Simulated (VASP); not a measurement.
# Ti in VASP: notebook, part 3 of 3

VASP 6.6.1. Earlier steps stand in the parts before.

### 4 Electric field gradients, PBE (volume scaled by 1.025)

Contents of INCAR:

```
  PREC = Accurate
  ENCUT = 520
  EDIFF = 1E-8
  ISMEAR = -1
  SIGMA = 0.05
  LREAL = F
  LASPH = T
  NELM = 100
  ALGO = Normal
  ISIF = 2
  LWAVE = F
  LCHARG = F
  GGA = PE
  LEFG = T
  NBANDS = 12
```

Contents of KPOINTS:

```
Automatic mesh
0
Gamma
  14 14 14
```

Contents of POSCAR:

```
Ti
1.0
   -1.6545625985      1.6545625985      1.6545625985
    1.6545625985     -1.6545625985      1.6545625985
    1.6545625985      1.6545625985     -1.6545625985
Ti
1
Direct
    0.0000000000      0.0000000000      0.0000000000
```

Potentials or basis: VASP PAW PBE potentials, release 64 (Ti_sv).

Started as:

```console
$ cat potpaw_PBE.64/Ti_sv/POTCAR > POTCAR
$ mpirun -np 1 vasp_std > vasp.out
```

OUTCAR:

```text
PREC = Accurate
   ENCUT = 520
   EDIFF = 1E-8
   ISMEAR = -1
   LREAL = F
   LASPH = T
   NELM = 100
   ISIF = 2
   GGA = PE

 ion  position               nearest neighbor table
   1  0.000  0.000  0.000-

  LATTYP: Found a body centered cubic cell.
 ALAT       =     3.3091251970

  Lattice vectors:

 A1 = (  -1.6545625985,   1.6545625985,   1.6545625985)
 A2 = (   1.6545625985,  -1.6545625985,   1.6545625985)
 A3 = (   1.6545625985,   1.6545625985,  -1.6545625985)

Analysis of symmetry for initial positions (statically):
=====================================================================
 Subroutine PRICEL returns:
 Original cell was already a primitive cell.

 Routine SETGRP: Setting up the symmetry group for a
 body centered cubic supercell.

 Subroutine GETGRP returns: Found 48 space group operations
 (whereof 48 operations were pure point group operations)
 out of a pool of 48 trial point group operations.

The static configuration has the point symmetry O_h .

Analysis of symmetry for dynamics (positions and initial velocities):
=====================================================================
 Subroutine PRICEL returns:
 Original cell was already a primitive cell.

 Routine SETGRP: Setting up the symmetry group for a
 body centered cubic supercell.

 Subroutine GETGRP returns: Found 48 space group operations
 (whereof 48 operations were pure point group operations)
 out of a pool of 48 trial point group operations.

The dynamic configuration has the point symmetry O_h .

 Subroutine INISYM returns: Found 48 space group operations
 (whereof 48 operations are pure point group operations),
 and found     1 'primitive' translations

----------------------------------------------------------------------------------------

                                     Primitive cell

  volume of cell :      18.1180

  direct lattice vectors                    reciprocal lattice vectors
    -1.654562599  1.654562599  1.654562599     0.000000000  0.302194671  0.302194671
     1.654562599 -1.654562599  1.654562599     0.302194671  0.000000000  0.302194671
     1.654562599  1.654562599 -1.654562599     0.302194671  0.302194671  0.000000000

  length of vectors
     2.865786485  2.865786485  2.865786485     0.427367802  0.427367802  0.427367802

  position of ions in fractional coordinates (direct lattice)
     0.000000000  0.000000000  0.000000000

  ion indices of the primitive-cell ions
   primitive index   ion index
                 1           1

----------------------------------------------------------------------------------------

 KPOINTS: Automatic mesh

Automatic generation of k-mesh.
 Grid dimensions read from file:
 generate k-points for:   14   14   14

 Generating k-lattice:

  Cartesian coordinates                     Fractional coordinates (reciprocal lattice)
     0.000000000  0.021585334  0.021585334     0.071428571  0.000000000  0.000000000
[... 60 lines left out ...]
   LREAL  =      F    real-space projection
   EDIFFG = 0.1E-06   stopping-criterion for IOM
   NSW    =      0    number of steps for IOM
   IBRION =     -1    ionic relax: 0-MD 1-quasi-New 2-CG
   NFREE  =      0    steps in history (QN), initial steepest desc. (CG)
   ISIF   =      2    stress and relaxation
   ISYM   =      2    0-nonsym 1-usesym 2-fastsym
   POTIM  = 0.5000    time-step for ionic-motion
   TEBEG  =    0.0;   TEEND  =   0.0 temperature during run
   PSTRESS=    0.0 pullay stress
   NELECT =      12.0000    total number of electrons
   NUPDOWN=      -1.0000    fix difference up-down
   EMIN   =  10.00;   EMAX   =-10.00  energy-range for DOS
   EFERMI =   0.00;   METHOD = LEGACY
   ISMEAR =    -1;   SIGMA  =   0.05  broadening in eV -4-tet -1-fermi 0-gaus
   EFERMI_NEDOS =   21; number of points for ismear=-14 and -15
   IALGO  =     38    algorithm
   IMIX   =      4    mixing-type and parameters
     AMIX     =   0.40;   BMIX     =  1.00
     AMIX_MAG =   1.60;   BMIX_MAG =  1.00
  volume/ion in A,a.u.               =      18.12       122.27
  Fermi-wavevector in a.u.,A,eV,Ry     =   1.427027  2.696689 27.706968  2.036405
  Thomas-Fermi vector in A             =   2.547240
   LORBIT       =      0    0 simple, 1 ext, 2 COOP (PROOUT), +10 PAW based schemes
   GGA     = PE    functional components
[... 5 lines left out ...]
 non-spin polarized calculation
  energy-cutoff  :      520.00
  volume of cell :       18.12
 maximum number of plane-waves:       498
 NGX is ok and might be reduce to    24
   NGX = 11   NGY = 11   NGZ = 11

 number of electron      12.0000004 magnetization

 Free energy of the ion-electron system (eV)
  ---------------------------------------------------
  ext. energy  EPLUGINS =         0.00000000
  ---------------------------------------------------
  free energy    TOTEN  =        -7.71962895 eV

  energy without entropy =       -7.69839393  energy(sigma->0) =       -7.70901144

 E-fermi :   7.6483     XC(G=0): -11.2972

 val. band max:        7.6467032737   @ k =   0.3571   0.1429   0.1429
 cond. band min:       7.6635288292   @ k =  -0.2857   0.2857   0.2143
 fundamental gap:      0.0168255555
 Fermi energy:         7.6482724407

 k-point     1 :       0.0000    0.0000    0.0000
  band No.  band energies     occupation
      1     -48.9643      2.00000
      2     -24.8664      2.00000
      3     -24.8664      2.00000
      4     -24.8664      2.00000
      5       1.7962      2.00000
      6       8.6023      0.00000
      7       8.6023      0.00000
      8       8.6023      0.00000
      9      10.2686      0.00000
     10      10.2686      0.00000
     11      24.7660      0.00000
     12      24.7660      0.00000
[... 331 lines left out ...]
 k-point    24 :       0.3571    0.2857   -0.0000
  band No.  band energies     occupation
      1     -48.8410      2.00000
      2     -25.3110      2.00000
      3     -25.2203      2.00000
      4     -24.9376      2.00000
      5       6.6024      2.00000
      6       7.1394      1.99992
      7       7.2913      1.99841
      8      10.3615      0.00000
      9      10.5788      0.00000
     10      14.4401      0.00000
     11      15.7089      0.00000
     12      16.7304      0.00000

 [... further k-points ...]
[... 5 lines left out ...]
  --------------------------------------------------------------------------------------
  -------------------------------------------------------------------------------------
  Total       -0.5545230     -0.5545230     -0.5545230      0.0000000      0.0000000     -0.0000000
  in kB      -49.0366215    -49.0366215    -49.0366215      0.0000000      0.0000000     -0.0000000
  external PRESSURE =     -49.0366215 kB  Pullay stress =       0.0000000 kB

 VOLUME and BASIS-vectors are now :
 -----------------------------------------------------------------------------
  energy-cutoff  :      520.00
  volume of cell :       18.12
      direct lattice vectors                 reciprocal lattice vectors
    -1.654562599  1.654562599  1.654562599     0.000000000  0.302194671  0.302194671
     1.654562599 -1.654562599  1.654562599     0.302194671  0.000000000  0.302194671
     1.654562599  1.654562599 -1.654562599     0.302194671  0.302194671  0.000000000

 POSITION                                       TOTAL-FORCE (eV/Angst)
 -----------------------------------------------------------------------------------
      0.00000      0.00000      0.00000         0.000000     -0.000000      0.000000
 -----------------------------------------------------------------------------------
    total drift:                                0.000000      0.000000      0.000000

  FREE ENERGIE OF THE ION-ELECTRON SYSTEM (eV)
  ---------------------------------------------------
  free  energy   TOTEN  =        -7.7196289457 eV

  energy  without entropy=       -7.6983939323  energy(sigma->0) =       -7.70901144

 Electric field gradients (V/A^2)
---------------------------------------------------------------------
 ion       V_xx      V_yy      V_zz      V_xy      V_xz      V_yz
---------------------------------------------------------------------
   1       0.000    -0.000    -0.000     0.001     0.001     0.001
---------------------------------------------------------------------

 Electric field gradients after diagonalization (V/A^2)
 (convention: |V_zz| > |V_xx| > |V_yy|)
----------------------------------------------------------------------
 ion       V_xx      V_yy      V_zz     asymmetry (V_yy - V_xx)/ V_zz
----------------------------------------------------------------------
   1      -0.001    -0.001     0.002       0.000
----------------------------------------------------------------------

           NMR quadrupolar parameters

 Cq : quadrupolar parameter    Cq=e*Q*V_zz/h
 eta: asymmetry parameters     (V_yy - V_xx)/ V_zz
 Q  : nuclear electric quadrupole moment in mb (millibarn)
----------------------------------------------------------------------
 ion       Cq(MHz)       eta       Q (mb)
----------------------------------------------------------------------
   1       0.000       0.000       1.000
----------------------------------------------------------------------
```

OSZICAR:

```text
N       E                     dE             d eps       ncg     rms          rms(c)
DAV:   1     0.885848682512E+02    0.88585E+02   -0.65362E+03  2496   0.119E+03
DAV:   2    -0.436957203162E+01   -0.92954E+02   -0.90713E+02  2560   0.297E+02
DAV:   3    -0.874788119764E+01   -0.43783E+01   -0.43138E+01  3408   0.657E+01
DAV:   4    -0.884027476277E+01   -0.92394E-01   -0.92313E-01  2820   0.870E+00
DAV:   5    -0.884256981891E+01   -0.22951E-02   -0.22950E-02  2948   0.126E+00    0.801E+00
DAV:   6    -0.771247541443E+01    0.11301E+01   -0.28484E+00  2708   0.232E+01    0.196E+00
DAV:   7    -0.771142794569E+01    0.10475E-02   -0.64016E-02  2896   0.253E+00    0.121E+00
DAV:   8    -0.771918356483E+01   -0.77556E-02   -0.32742E-02  2680   0.202E+00    0.926E-02
DAV:   9    -0.771961008921E+01   -0.42652E-03   -0.16822E-03  2968   0.365E-01    0.629E-02
DAV:  10    -0.771964241848E+01   -0.32329E-04   -0.22600E-04  2700   0.141E-01    0.159E-02
DAV:  11    -0.771962782327E+01    0.14595E-04   -0.25611E-05  2892   0.719E-02    0.707E-03
DAV:  12    -0.771962872637E+01   -0.90310E-06   -0.15693E-06  3448   0.131E-02    0.507E-04
DAV:  13    -0.771962910108E+01   -0.37472E-06   -0.11539E-07  3340   0.249E-03    0.172E-03
DAV:  14    -0.771962897955E+01    0.12153E-06   -0.43974E-08  2568   0.251E-03    0.193E-04
DAV:  15    -0.771962895000E+01    0.29549E-07   -0.19360E-09  1496   0.480E-04    0.567E-05
DAV:  16    -0.771962894567E+01    0.43374E-08   -0.46283E-10  1308   0.199E-04
   1 F= -.77196289E+01 E0= -.77090114E+01  d E =-.212350E-01
```

It took 8.6 s on 1 thread of Intel Xeon 6975P-C (Granite Rapids), shared host; peak memory 0.15 GiB.

What came out:

- Free energy: -7.7196 eV
- Pressure: -4.9 GPa
- Band gap on the k mesh: zero (band 6 reaches 8.60 eV, above the bottom of band 7 at 7.01 eV)

Caveat: without QUAD_EFG the Cq values of the log hold for a quadrupole moment of 1 mb, not for the nuclei.

### 5 Electric field gradients, PBE (equal xx and yy strain of +2 %)

Contents of INCAR:

```
PREC = Accurate
ENCUT = 520
EDIFF = 1E-8
ISMEAR = -1
SIGMA = 0.05
LREAL = F
LASPH = T
NELM = 60
ALGO = Normal
ISIF = 2
LWAVE = F
LCHARG = F
GGA = PE
LEFG = T
NBANDS = 12
```

Contents of KPOINTS:

```
regular mesh
0
Gamma
  14 14 14
```

Contents of POSCAR:

```
Ti
1.0
   -1.6738200000      1.6738200000      1.6410000000
    1.6738200000     -1.6738200000      1.6410000000
    1.6738200000      1.6738200000     -1.6410000000
Ti
1
Direct
    0.0000000000      0.0000000000      0.0000000000
```

Potentials or basis: VASP PAW PBE potentials, release 64 (Ti_sv).

Started as:

```console
$ cat potpaw_PBE.64/Ti_sv/POTCAR > POTCAR
$ mpirun -np 1 vasp_std > vasp.out
```

OUTCAR:

```text
PREC = Accurate
   ENCUT = 520
   EDIFF = 1E-8
   ISMEAR = -1
   LREAL = F
   LASPH = T
   NELM = 60
   ISIF = 2
   GGA = PE

 ion  position               nearest neighbor table
   1  0.000  0.000  0.000-

  LATTYP: Found a body centered tetragonal cell.
 ALAT       =     3.3476400000
 C/A-ratio  =     0.9803921569

  Lattice vectors:

 A1 = (  -1.6738200000,   1.6738200000,   1.6410000000)
 A2 = (   1.6738200000,  -1.6738200000,   1.6410000000)
 A3 = (   1.6738200000,   1.6738200000,  -1.6410000000)

[... 564 lines left out ...]
    total drift:                               -0.000000      0.000000      0.000000

  FREE ENERGIE OF THE ION-ELECTRON SYSTEM (eV)
  ---------------------------------------------------
  free  energy   TOTEN  =        -7.7107512427 eV

  energy  without entropy=       -7.6894273866  energy(sigma->0) =       -7.70008931

 Electric field gradients (V/A^2)
---------------------------------------------------------------------
 ion       V_xx      V_yy      V_zz      V_xy      V_xz      V_yz
---------------------------------------------------------------------
   1       0.077     0.077    -0.155     0.001     0.001     0.001
---------------------------------------------------------------------

 Electric field gradients after diagonalization (V/A^2)
 (convention: |V_zz| > |V_xx| > |V_yy|)
----------------------------------------------------------------------
 ion       V_xx      V_yy      V_zz     asymmetry (V_yy - V_xx)/ V_zz
----------------------------------------------------------------------
   1       0.078     0.077    -0.155       0.011
----------------------------------------------------------------------

           NMR quadrupolar parameters

 Cq : quadrupolar parameter    Cq=e*Q*V_zz/h
 eta: asymmetry parameters     (V_yy - V_xx)/ V_zz
 Q  : nuclear electric quadrupole moment in mb (millibarn)
----------------------------------------------------------------------
 ion       Cq(MHz)       eta       Q (mb)
----------------------------------------------------------------------
   1      -0.000       0.011       1.000
----------------------------------------------------------------------
```

stdout:

```text
POSCAR found type information on POSCAR Ti
 POSCAR found :  1 types and       1 ions
 scaLAPACK will be used
 LDA part: xc-table for (Slater+PW92), standard interpolation
 POSCAR, INCAR and KPOINTS ok, starting setup
 FFT: planning ... GRIDC
 FFT: planning ... GRID_SOFT
 FFT: planning ... GRID
 WAVECAR not read
 entering main loop
ion   1
```

Run time: 33 s. Hardware: 1 thread of Intel Xeon Platinum 8488C (Sapphire Rapids), shared host; peak memory 0.17 GiB.

What came out:

* Free energy: -7.7108 eV
* Pressure: -6.2 GPa
* Band gap on the k mesh: zero (band 6 reaches 8.44 eV, above the bottom of band 7 at 6.90 eV)

Levels at points of the mesh, in eV from the Fermi level:
| k point | band 4 | band 5 | band 6 | band 7 | band 8 | band 9 |
| --- | --- | --- | --- | --- | --- | --- |
| (0.00, 0.00, 0.00) | -32.56 | -5.82 | 0.85 | 0.98 | 0.98 | 2.49 |
| (0.50, 0.00, 0.00) | -32.57 | -2.31 | -0.39 | 1.03 | 2.58 | 2.91 |
| (0.50, 0.50, 0.00) | -32.56 | -2.32 | -0.23 | 0.90 | 2.45 | 2.83 |
| (0.50, 0.50, 0.50) | -32.94 | -1.94 | -1.89 | 3.63 | 3.63 | 3.66 |

Caveat: the cell differs from its parent crystal (equal xx and yy strain of +2 %); without QUAD_EFG the Cq values of the log hold for a quadrupole moment of 1 mb, not for the nuclei.

### 6 Summary

```tsv
cell	gap on the mesh (eV)	pressure (GPa)
a = 2.818 Å, angles 109.5°, 1 atom	none	-0.1
a = 2.842 Å, angles 109.5°, 1 atom	none	-2.6
a = 2.866 Å, angles 109.5°, 1 atom	none	-4.9
a = 2.880 Å, angles 108.9, 108.9, 110.5°, 1 atom	none	-6.2
```

Alike in all rows: task electric field gradients; level PBE; potentials or basis VASP PAW PBE potentials, release 64 (Ti_sv); no spin polarisation; k mesh 14 × 14 × 14; cutoff (eV) 520; smearing fermi-dirac 0.05 eV.

Total energies depend on the potentials used, so only differences within one code and one set of settings carry meaning.
